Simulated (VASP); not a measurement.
# LiLu (Imma) in VASP: relaxation of cell and atoms with LDA

Aim: the relaxation of cell and atoms of LiLu with LDA.

Program: VASP 6.6.1. These are calculated values, not measurements. Logs are shortened: lines on timing, memory, paths and dates and some standing lists are left out, and cuts for length are marked.

## 1. The cell of the first run

The structure is orthorhombic, space group Imma (No. 74). Conventional cell: a = 6.590 Å, b = 9.320 Å, c = 6.590 Å, α = 90.00°, β = 90.00°, γ = 90.00°. Within 4.3 Å of Li (site symmetry 2/m) lie 4 Li at 3.30 Å and 8 Lu at 3.30 Å. Li (site symmetry 2/m) has 6 Li at 3.30 Å and 6 Lu at 3.30 Å within 4.3 Å. Lu (site symmetry 2/m) has 8 Li at 3.30 Å and 4 Lu at 3.30 Å within 4.3 Å. Lu (site symmetry 2/m) has 6 Li at 3.30 Å and 6 Lu at 3.30 Å within 4.3 Å.

## 2. Relaxation of cell and atoms, LDA

INCAR

```
SYSTEM = LiLu
PREC = Accurate ; ENCUT = 750
EDIFF = 1E-7 ; ISMEAR = 1
SIGMA = 0.1 ; LREAL = .FALSE.
LASPH = .TRUE. ; NELM = 120
ALGO = Normal ; ISIF = 3
LWAVE = .FALSE. ; LCHARG = .FALSE.
GGA = CA ; IBRION = 2
NSW = 80 ; EDIFFG = -0.02
GGA_COMPAT = .FALSE. ; NELMIN = 4
```

KPOINTS

```
regular mesh
0
G
  4 4 4
  0 0 0
```

POSCAR

```
LiLu
1.0
    0.0000000000      4.6600000000      4.6600000000
    4.6600000000      0.0000000000      4.6600000000
    4.6600000000      4.6600000000      0.0000000000
Li Lu
4 4
Direct
    0.0000000000      0.0000000000      0.0000000000
    0.0000000000      0.5000000000      0.5000000000
    0.5000000000      0.0000000000      0.5000000000
    0.5000000000      0.5000000000      0.5000000000
    0.0000000000      0.0000000000      0.5000000000
    0.0000000000      0.5000000000      0.0000000000
    0.5000000000      0.0000000000      0.0000000000
    0.5000000000      0.5000000000      0.0000000000
```

Potentials or basis: VASP PAW PBE potentials, release 64 (Li_sv, Lu).

Started as:

```console
$ cat potpaw_PBE.64/Li_sv/POTCAR potpaw_PBE.64/Lu/POTCAR > POTCAR
$ mpirun -np 1 vasp_std > vasp.out
```

OUTCAR:

```text
SYSTEM = LiLu
   PREC = Accurate
   ENCUT = 750
   EDIFF = 1E-7
   ISMEAR = 1
   LREAL = .FALSE.
   LASPH = .TRUE.
   NELM = 120
   ISIF = 3
   GGA = CA
   IBRION = 2
   NSW = 80
   EDIFFG = -0.02
   NELMIN = 4

 ion  position               nearest neighbor table
   1  0.000  0.000  0.000-
   2  0.000  0.500  0.500-
   3  0.500  0.000  0.500-
   4  0.500  0.500  0.500-
   5  0.000  0.000  0.500-   6 3.30   7 3.30   6 3.30   7 3.30
   6  0.000  0.500  0.000-   8 3.30   5 3.30   5 3.30   7 3.30   7 3.30   8 3.30
   7  0.500  0.000  0.000-   8 3.30   5 3.30   6 3.30   8 3.30   5 3.30   6 3.30
   8  0.500  0.500  0.000-   6 3.30   7 3.30   7 3.30   6 3.30

  LATTYP: Found a face centered cubic cell.
 ALAT       =     9.3200000000

  Lattice vectors:

 A1 = (   0.0000000000,   4.6600000000,   4.6600000000)
 A2 = (   4.6600000000,   0.0000000000,   4.6600000000)
 A3 = (   4.6600000000,   4.6600000000,   0.0000000000)

Analysis of symmetry for initial positions (statically):
=====================================================================
 Subroutine PRICEL returns:
 Original cell was already a primitive cell.

 Routine SETGRP: Setting up the symmetry group for a
 face centered cubic supercell.

 Subroutine GETGRP returns: Found  8 space group operations
 (whereof  4 operations were pure point group operations)
 out of a pool of 48 trial point group operations.

The static configuration has the point symmetry C_2h.
 The point group associated with its full space group is D_2h.

Analysis of symmetry for dynamics (positions and initial velocities):
=====================================================================
 Subroutine PRICEL returns:
 Original cell was already a primitive cell.

 Routine SETGRP: Setting up the symmetry group for a
 face centered cubic supercell.

 Subroutine GETGRP returns: Found  8 space group operations
 (whereof  4 operations were pure point group operations)
 out of a pool of 48 trial point group operations.

The dynamic configuration has the point symmetry C_2h.
 The point group associated with its full space group is D_2h.

 Subroutine INISYM returns: Found  8 space group operations
 (whereof  4 operations are pure point group operations),
 and found     1 'primitive' translations

----------------------------------------------------------------------------------------

                                     Primitive cell

  volume of cell :     202.3894

  direct lattice vectors                    reciprocal lattice vectors
     0.000000000  4.660000000  4.660000000    -0.107296137  0.107296137  0.107296137
     4.660000000  0.000000000  4.660000000     0.107296137 -0.107296137  0.107296137
     4.660000000  4.660000000  0.000000000     0.107296137  0.107296137 -0.107296137

  length of vectors
     6.590235201  6.590235201  6.590235201     0.185842361  0.185842361  0.185842361

  position of ions in fractional coordinates (direct lattice)
     0.000000000  0.000000000  0.000000000
     0.000000000  0.500000000  0.500000000
     0.500000000  0.000000000  0.500000000
     0.500000000  0.500000000  0.500000000
     0.000000000  0.000000000  0.500000000
     0.000000000  0.500000000  0.000000000
     0.500000000  0.000000000  0.000000000
     0.500000000  0.500000000  0.000000000

  ion indices of the primitive-cell ions
   primitive index   ion index
                 1           1
                 2           2
                 3           3
                 4           4
                 5           5
                 6           6
                 7           7
                 8           8

----------------------------------------------------------------------------------------

 KPOINTS: regular mesh

Automatic generation of k-mesh.
 Grid dimensions read from file:
 generate k-points for:    4    4    4

 Generating k-lattice:

  Cartesian coordinates                     Fractional coordinates (reciprocal lattice)
    -0.026824034  0.026824034  0.026824034     0.250000000  0.000000000  0.000000000
     0.026824034 -0.026824034  0.026824034     0.000000000  0.250000000  0.000000000
     0.026824034  0.026824034 -0.026824034     0.000000000  0.000000000  0.250000000

  Length of vectors
     0.046460590  0.046460590  0.046460590

  Shift w.r.t. Gamma in fractional coordinates (k-lattice)
     0.000000000  0.000000000  0.000000000

 Subroutine IBZKPT returns following result:
 ===========================================

 Found     18 irreducible k-points:

 Following reciprocal coordinates:
            Coordinates               Weight
  0.000000  0.000000  0.000000      1.000000
  0.250000  0.000000  0.000000      4.000000
  0.000000  0.000000  0.250000      4.000000
  0.500000  0.000000  0.000000      2.000000
  0.000000  0.000000  0.500000      2.000000
  0.250000  0.250000  0.000000      2.000000
[... 10 lines left out ...]
 -0.250000  0.500000  0.250000      4.000000
  0.250000 -0.250000  0.500000      2.000000
   k-points           NKPTS =     18   k-points in BZ     NKDIM =     18   number of bands    NBANDS=     67
   number of dos      NEDOS =    301   number of ions     NIONS =      8
   total plane-waves  NPLWV = 216000
   dimension x,y,z NGX =    60 NGY =   60 NGZ =   60
   dimension x,y,z NGXF=   120 NGYF=  120 NGZF=  120
   ions per type =               4   4
   NGX,Y,Z   is equivalent  to a cutoff of  15.14, 15.14, 15.14 a.u.
   NGXF,Y,Z  is equivalent  to a cutoff of  30.27, 30.27, 30.27 a.u.
 SYSTEM =  LiLu
   PREC   = accura    normal or accurate (medium, high low for compatibility)
   ISTART =      0    job   : 0-new  1-cont  2-samecut
   ICHARG =      2    charge: 1-file 2-atom 10-const
   ISPIN  =      1    spin polarized calculation?
   LNONCOLLINEAR =      F non collinear calculations
   LSORBIT =      F    spin-orbit coupling
   LASPH  =      T    aspherical Exc in radial PAW
   ENCUT  =  750.0 eV  55.12 Ry    7.42 a.u.  14.72 14.72 14.72*2*pi/ulx,y,z
   NELM   =    120;   NELMIN=  4; NELMDL= -5     # of ELM steps
   EDIFF  = 0.1E-06   stopping-criterion for ELM
   LREAL  =      F    real-space projection
   EDIFFG = -.2E-01   stopping-criterion for IOM
   NSW    =     80    number of steps for IOM
   IBRION =      2    ionic relax: 0-MD 1-quasi-New 2-CG
   NFREE  =      1    steps in history (QN), initial steepest desc. (CG)
   ISIF   =      3    stress and relaxation
   ISYM   =      2    0-nonsym 1-usesym 2-fastsym
   POTIM  = 0.5000    time-step for ionic-motion
   TEBEG  =    0.0;   TEEND  =   0.0 temperature during run
   PSTRESS=    0.0 pullay stress
   NELECT =     112.0000    total number of electrons
   NUPDOWN=      -1.0000    fix difference up-down
   EMIN   =  10.00;   EMAX   =-10.00  energy-range for DOS
   EFERMI =   0.00;   METHOD = LEGACY
   ISMEAR =     1;   SIGMA  =   0.10  broadening in eV -4-tet -1-fermi 0-gaus
   EFERMI_NEDOS =   21; number of points for ismear=-14 and -15
   IALGO  =     38    algorithm
   IMIX   =      4    mixing-type and parameters
     AMIX     =   0.40;   BMIX     =  1.00
     AMIX_MAG =   1.60;   BMIX_MAG =  1.00
  volume/ion in A,a.u.               =      25.30       170.72
  Fermi-wavevector in a.u.,A,eV,Ry     =   1.344059  2.539903 24.578842  1.806494
  Thomas-Fermi vector in A             =   2.472083
   LORBIT       =      0    0 simple, 1 ext, 2 COOP (PROOUT), +10 PAW based schemes
   GGA     = CA    functional components
   LHFCALC =     F    Hartree Fock is set to
   AEXX    =    0.0000 exact exchange contribution
   IVDW    =     0    specifies the selected vdW correction
   LEPSILON=     F    determine dielectric tensor
   LRPA    =     F    only Hartree local field effects (RPA)
 conjugate gradient relaxation of ions
 non-spin polarized calculation
 Methfessel and Paxton  Order N= 1 SIGMA  =   0.10
  energy-cutoff  :      750.00
  volume of cell :      202.39
 maximum number of plane-waves:      9453
 NGX is ok and might be reduce to    60
   NGX = 29   NGY = 29   NGZ = 29

--------------------------------------- Ionic step        1  -------------------------------------------

 number of electron     111.9999986 magnetization

 Free energy of the ion-electron system (eV)
  ---------------------------------------------------
  ext. energy  EPLUGINS =         0.00000000
  ---------------------------------------------------
  free energy    TOTEN  =       -26.72387664 eV

  energy without entropy =      -26.72122358  energy(sigma->0) =      -26.72299229

------------------------ aborting loop because EDIFF is reached ----------------------------------------

  FORCE on cell =-STRESS in cart. coord.  units (eV):
  Direction    XX          YY          ZZ          XY          YZ          ZX
  --------------------------------------------------------------------------------------
  -------------------------------------------------------------------------------------
  Total       -3.8147049     -3.8147049     -3.8778355     -0.2485689     -0.0000000      0.0000000
  in kB      -30.1983895    -30.1983895    -30.6981512     -1.9677489     -0.0000000      0.0000000
  external PRESSURE =     -30.3649767 kB  Pullay stress =       0.0000000 kB
[... 195 lines left out ...]
  energy  without entropy=      -26.9563678315  energy(sigma->0) =      -26.95356678

--------------------------------------- Ionic step        6  -------------------------------------------

 number of electron     112.0000008 magnetization

 Free energy of the ion-electron system (eV)
  ---------------------------------------------------
  ext. energy  EPLUGINS =         0.00000000
  ---------------------------------------------------
  free energy    TOTEN  =       -26.95320812 eV

  energy without entropy =      -26.95743980  energy(sigma->0) =      -26.95461868

 E-fermi :   1.6178     XC(G=0):  -9.8152

 val. band max:        1.6120577359   @ k =   0.0000   0.2500   0.2500
 cond. band min:       1.6353707587   @ k =   0.2500   0.2500   0.5000
 fundamental gap:      0.0233130229
 Fermi energy:         1.6177927875

 k-point     1 :       0.0000    0.0000    0.0000
  band No.  band energies     occupation
      1     -54.5551      2.00000
      2     -54.5516      2.00000
      3     -54.2160      2.00000
      4     -54.1907      2.00000
      5     -43.2253      2.00000
      6     -43.2210      2.00000
[... 1284 lines left out ...]
  FREE ENERGIE OF THE ION-ELECTRON SYSTEM (eV)
  ---------------------------------------------------
  free  energy   TOTEN  =       -26.9532081208 eV

  energy  without entropy=      -26.9574398027  energy(sigma->0) =      -26.95461868

 reached required accuracy - stopping structural energy minimisation
```

It took 59 min on 1 thread of Intel Xeon Platinum 8559C (Emerald Rapids), shared host; peak memory 0.62 GiB.

Results:

```
Free energy                           : -26.9532 eV
Relaxed volume                        : 22.50 Å³/atom
Relaxed cell                          : a = 6.339 Å, b = 6.339 Å, c = 6.272 Å, α = 60.35°, β = 60.35°, γ = 60.61°
Space group after relaxing (to 0.1 Å) : Imma (No. 74)
Energy gained by relaxing             : 28.7 meV/atom
Ionic steps                           : 6
Pressure after relaxing               : 0.1 GPa
Band gap on the k mesh                : zero (bands 56 and 57 overlap by 0.23 eV)
```

The path:
| step | energy change (eV) | largest force (eV/Å) | pressure (GPa) | volume (Å³) |
| --- | --- | --- | --- | --- |
| 1 | 0.0000 | 0.0000 | -3.04 | 202.39 |
| 2 | -0.1914 | 0.0000 | -1.34 | 188.67 |
| 3 | -0.2257 | 0.0000 | 0.01 | 180.60 |
| 4 | -0.2256 | 0.0000 | 0.10 | 180.18 |
| 5 | -0.2283 | 0.0000 | 0.09 | 180.08 |
| 6 | -0.2293 | 0.0000 | 0.11 | 179.96 |

Final structure:
```xyz
8
Lattice="-0.0442 4.4793 4.4852 4.4793 -0.0442 4.4852 4.4350 4.4350 0.0000" Properties=species:S:1:pos:R:3 pbc="T T T"
Li   -0.0442    4.4793    4.4852
Li    4.4571    2.1954    2.2426
Li    2.1954    4.4571    2.2426
Li    4.4350    4.4350    4.4852
Lu    2.2175    2.2175    0.0000
Lu    2.2396   -0.0221    2.2426
Lu   -0.0221    2.2396    2.2426
Lu    6.6525    6.6525    4.4852
```

Caveat: the PAW data sets were made with another functional, which shifts forces and pressure a little; spin-orbit coupling is left out, which moves the levels of the heavy elements.

The gap in the log of VASP goes by the Fermi energy; the results here count the filled bands.